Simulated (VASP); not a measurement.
# Ga2Te2S (P-3m1) in VASP: a series of runs

Ga2Te2S is run at these levels: PBE; tasks: single point.

Program: VASP 6.6.1. These are calculated values, not measurements. Logs are shortened: lines on timing, memory, paths and dates and some standing lists are left out, and cuts for length are marked.

### Step 1. The cell of the first run

The structure is trigonal, space group P-3m1 (No. 164). Conventional cell: a = 4.684 Å, b = 4.684 Å, c = 6.965 Å, α = 90.00°, β = 90.00°, γ = 120.00°. Ga (site symmetry 3m) has 4 Te at 2.83 to 2.96 Å and 3 Ga at 3.44 Å and 3 S at 3.63 Å within 3.7 Å. Within 3.7 Å of Te (site symmetry 3m) lie 4 Ga at 2.83 to 2.96 Å and 3 S at 3.13 Å. S (site symmetry -3m) has 6 Te at 3.13 Å and 6 Ga at 3.63 Å within 4.1 Å.

The cell was built from a structure type or drawn by symmetry, and may not be a known phase.

### Step 2. Single point, PBE

File INCAR:

```
ALGO = Normal
EDIFF = 1E-6
ENCUT = 520
GGA = PE
ISIF = 2
ISMEAR = 0
LASPH = T
LCHARG = T
LELF = T
LREAL = F
LVHAR = T
LWAVE = F
NBANDS = 30
NELM = 80
PREC = Accurate
SIGMA = 0.1
```

File KPOINTS:

```
k-points
0
Gamma
  6 6 2
```

File POSCAR:

```
Ga2Te2S
1.0
    4.6844435679      0.0000000000      0.0000000000
   -2.3422217839      4.0568471324      0.0000000000
    0.0000000000      0.0000000000      6.9645456083
Ga Te S
2 2 1
Direct
    0.6666666667      0.3333333333      0.3474533578
    0.3333333333      0.6666666667      0.6525466422
    0.3333333333      0.6666666667      0.2272122244
    0.6666666667      0.3333333333      0.7727877756
    0.0000000000      0.0000000000      0.0000000000
```

Potentials or basis: VASP PAW PBE potentials, release 64 (Ga_d, Te, S).

Command:

```bash
cat potpaw_PBE.64/Ga_d/POTCAR potpaw_PBE.64/Te/POTCAR potpaw_PBE.64/S/POTCAR > POTCAR
mpirun -np 1 vasp_std > vasp.out
```

OUTCAR:

```text
EDIFF = 1E-6
   ENCUT = 520
   GGA = PE
   ISIF = 2
   ISMEAR = 0
   LASPH = T
   LREAL = F
   NELM = 80
   PREC = Accurate

 ion  position               nearest neighbor table
   1  0.667  0.333  0.347-   3 2.83   3 2.83   3 2.83   4 2.96
   2  0.333  0.667  0.653-   4 2.83   4 2.83   4 2.83   3 2.96
   3  0.333  0.667  0.227-   1 2.83   1 2.83   1 2.83   2 2.96   5 3.13   5 3.13   5 3.13
   4  0.667  0.333  0.773-   2 2.83   2 2.83   2 2.83   1 2.96   5 3.13   5 3.13   5 3.13
   5  0.000  0.000  0.000-   3 3.13   4 3.13   3 3.13   4 3.13   4 3.13   3 3.13

  LATTYP: Found a hexagonal cell.
 ALAT       =     4.6844435679
 C/A-ratio  =     1.4867391414

  Lattice vectors:

 A1 = (   4.6844435679,   0.0000000000,   0.0000000000)
 A2 = (  -2.3422217839,   4.0568471324,   0.0000000000)
 A3 = (   0.0000000000,   0.0000000000,   6.9645456083)

Analysis of symmetry for initial positions (statically):
=====================================================================
 Subroutine PRICEL returns:
 Original cell was already a primitive cell.

 Routine SETGRP: Setting up the symmetry group for a
 hexagonal supercell.

 Subroutine GETGRP returns: Found 12 space group operations
 (whereof 12 operations were pure point group operations)
 out of a pool of 24 trial point group operations.

The static configuration has the point symmetry D_3d.

Analysis of symmetry for dynamics (positions and initial velocities):
=====================================================================
 Subroutine PRICEL returns:
 Original cell was already a primitive cell.

 Routine SETGRP: Setting up the symmetry group for a
 hexagonal supercell.

 Subroutine GETGRP returns: Found 12 space group operations
 (whereof 12 operations were pure point group operations)
 out of a pool of 24 trial point group operations.

The dynamic configuration has the point symmetry D_3d.

 Subroutine INISYM returns: Found 12 space group operations
 (whereof 12 operations are pure point group operations),
 and found     1 'primitive' translations

----------------------------------------------------------------------------------------

                                     Primitive cell
[... 82 lines left out ...]
   LSORBIT =      F    spin-orbit coupling
   LASPH  =      T    aspherical Exc in radial PAW
   ENCUT  =  520.0 eV  38.22 Ry    6.18 a.u.   8.71  8.71 12.95*2*pi/ulx,y,z
   NELM   =     80;   NELMIN=  2; NELMDL= -5     # of ELM steps
   EDIFF  = 0.1E-05   stopping-criterion for ELM
   LREAL  =      F    real-space projection
   EDIFFG = 0.1E-04   stopping-criterion for IOM
   NSW    =      0    number of steps for IOM
   IBRION =     -1    ionic relax: 0-MD 1-quasi-New 2-CG
   NFREE  =      0    steps in history (QN), initial steepest desc. (CG)
   ISIF   =      2    stress and relaxation
   ISYM   =      2    0-nonsym 1-usesym 2-fastsym
   POTIM  = 0.5000    time-step for ionic-motion
   TEBEG  =    0.0;   TEEND  =   0.0 temperature during run
   PSTRESS=    0.0 pullay stress
   NELECT =      44.0000    total number of electrons
   NUPDOWN=      -1.0000    fix difference up-down
   EMIN   =  10.00;   EMAX   =-10.00  energy-range for DOS
   EFERMI =   0.00;   METHOD = LEGACY
   ISMEAR =     0;   SIGMA  =   0.10  broadening in eV -4-tet -1-fermi 0-gaus
   EFERMI_NEDOS =   21; number of points for ismear=-14 and -15
   IALGO  =     38    algorithm
   IMIX   =      4    mixing-type and parameters
     AMIX     =   0.40;   BMIX     =  1.00
     AMIX_MAG =   1.60;   BMIX_MAG =  1.00
  volume/ion in A,a.u.               =      26.47       178.63
  Fermi-wavevector in a.u.,A,eV,Ry     =   1.134086  2.143111 17.499141  1.286151
  Thomas-Fermi vector in A             =   2.270789
   LORBIT       =      0    0 simple, 1 ext, 2 COOP (PROOUT), +10 PAW based schemes
   GGA     = PE    functional components
   LHFCALC =     F    Hartree Fock is set to
   AEXX    =    0.0000 exact exchange contribution
   IVDW    =     0    specifies the selected vdW correction
   LEPSILON=     F    determine dielectric tensor
   LRPA    =     F    only Hartree local field effects (RPA)
 non-spin polarized calculation
 Gauss-broadening in eV      SIGMA  =   0.10
  energy-cutoff  :      520.00
  volume of cell :      132.35
 maximum number of plane-waves:      3581
 NGX is ok and might be reduce to    36
   NGX = 17   NGY = 17   NGZ = 25

 number of electron      44.0000007 magnetization

 Free energy of the ion-electron system (eV)
  ---------------------------------------------------
  ext. energy  EPLUGINS =         0.00000000
  ---------------------------------------------------
  free energy    TOTEN  =       -15.85410050 eV

  energy without entropy =      -15.84665590  energy(sigma->0) =      -15.85037820

 E-fermi :   5.0701     XC(G=0):  -9.4675

 val. band max:        4.9030183019   @ k =   0.3333  -0.0000   0.5000
 cond. band min:       5.1314042404   @ k =   0.5000   0.0000   0.5000
 fundamental gap:      0.2283859385
 Fermi energy:         5.0701332166

 k-point     1 :       0.0000    0.0000    0.0000
  band No.  band energies     occupation
      1      -9.8701      2.00000
      2      -9.8120      2.00000
      3      -9.8120      2.00000
      4      -9.8101      2.00000
      5      -9.8101      2.00000
      6      -9.7914      2.00000
[... 451 lines left out ...]
     29       9.5895      0.00000
     30      10.4388      0.00000

------------------------ aborting loop because EDIFF is reached ----------------------------------------

  FORCE on cell =-STRESS in cart. coord.  units (eV):
  Direction    XX          YY          ZZ          XY          YZ          ZX
  --------------------------------------------------------------------------------------
  -------------------------------------------------------------------------------------
  Total       -0.0142272     -0.0142272     -0.1278023     -0.0000000      0.0000000     -0.0000000
  in kB       -0.1722233     -0.1722233     -1.5470692     -0.0000000      0.0000000     -0.0000000
  external PRESSURE =      -0.6305053 kB  Pullay stress =       0.0000000 kB

 VOLUME and BASIS-vectors are now :
 -----------------------------------------------------------------------------
  energy-cutoff  :      520.00
  volume of cell :      132.35
      direct lattice vectors                 reciprocal lattice vectors
     4.684443568  0.000000000  0.000000000     0.213472526  0.123248420  0.000000000
    -2.342221784  4.056847132  0.000000000     0.000000000  0.246496840  0.000000000
     0.000000000  0.000000000  6.964545608     0.000000000  0.000000000  0.143584385

 POSITION                                       TOTAL-FORCE (eV/Angst)
 -----------------------------------------------------------------------------------
      2.34222      1.35228      2.41985         0.000000      0.000000      0.017194
     -0.00000      2.70456      4.54469         0.000000      0.000000     -0.017194
     -0.00000      2.70456      1.58243        -0.000000     -0.000000      0.009832
      2.34222      1.35228      5.38212        -0.000000      0.000000     -0.009832
      0.00000      0.00000      0.00000        -0.000000      0.000000      0.000000
 -----------------------------------------------------------------------------------
    total drift:                               -0.000000      0.000000     -0.000000

  FREE ENERGIE OF THE ION-ELECTRON SYSTEM (eV)
  ---------------------------------------------------
  free  energy   TOTEN  =       -15.8541005003 eV

  energy  without entropy=      -15.8466559038  energy(sigma->0) =      -15.85037820
```

OSZICAR:

```text
N       E                     dE             d eps       ncg     rms          rms(c)
DAV:   1     0.321098086933E+03    0.32110E+03   -0.19409E+04   876   0.180E+03
DAV:   2     0.260407043962E+02   -0.29506E+03   -0.28308E+03   954   0.460E+02
DAV:   3    -0.140574592763E+02   -0.40098E+02   -0.38428E+02  1016   0.123E+02
DAV:   4    -0.162211033688E+02   -0.21636E+01   -0.21354E+01  1060   0.285E+01
DAV:   5    -0.162872813478E+02   -0.66178E-01   -0.66143E-01  1102   0.482E+00    0.114E+01
DAV:   6    -0.158978983590E+02    0.38938E+00   -0.36692E+00  1224   0.893E+00    0.847E+00
DAV:   7    -0.158493237535E+02    0.48575E-01   -0.65134E-01   906   0.337E+00    0.486E+00
DAV:   8    -0.158591044861E+02   -0.97807E-02   -0.99174E-02  1044   0.142E+00    0.857E-01
DAV:   9    -0.158532326507E+02    0.58718E-02   -0.28456E-02   990   0.653E-01    0.599E-01
DAV:  10    -0.158542738821E+02   -0.10412E-02   -0.81691E-03   900   0.373E-01    0.267E-01
DAV:  11    -0.158540439264E+02    0.22996E-03   -0.10784E-03   928   0.173E-01    0.772E-02
DAV:  12    -0.158540913290E+02   -0.47403E-04   -0.19836E-04   930   0.591E-02    0.255E-02
DAV:  13    -0.158540970640E+02   -0.57349E-05   -0.11688E-05  1050   0.265E-02    0.181E-02
DAV:  14    -0.158540981381E+02   -0.10741E-05   -0.10085E-06   638   0.548E-03    0.909E-03
DAV:  15    -0.158541001889E+02   -0.20508E-05   -0.28305E-06   724   0.633E-03    0.460E-03
DAV:  16    -0.158541005003E+02   -0.31145E-06   -0.18844E-07   594   0.244E-03
   1 F= -.15854101E+02 E0= -.15850378E+02  d E =-.744460E-02
```

It took 37 s on 1 thread of AMD EPYC 9R45 (Zen 5), shared host; peak memory 0.24 GiB.

What came out:

- Free energy: -15.8541 eV
- Pressure: -0.1 GPa
- Largest force: 0.017 eV/Å
- Band gap on the k mesh: zero (bands 22 and 23 overlap by 1.68 eV)

Forces on the atoms (eV/Å):
```
Ga   0.000  0.000  0.017
Ga   0.000  0.000 -0.017
Te   0.000  0.000  0.010
Te   0.000  0.000 -0.010
S    0.000  0.000  0.000
```

Caveat: the k points lie up to 0.45 Å⁻¹ apart, too coarse for converged energies and pressures of a metal; spin-orbit coupling is left out, which moves the levels of the heavy elements.

(Part 1 of 2 ends here.)
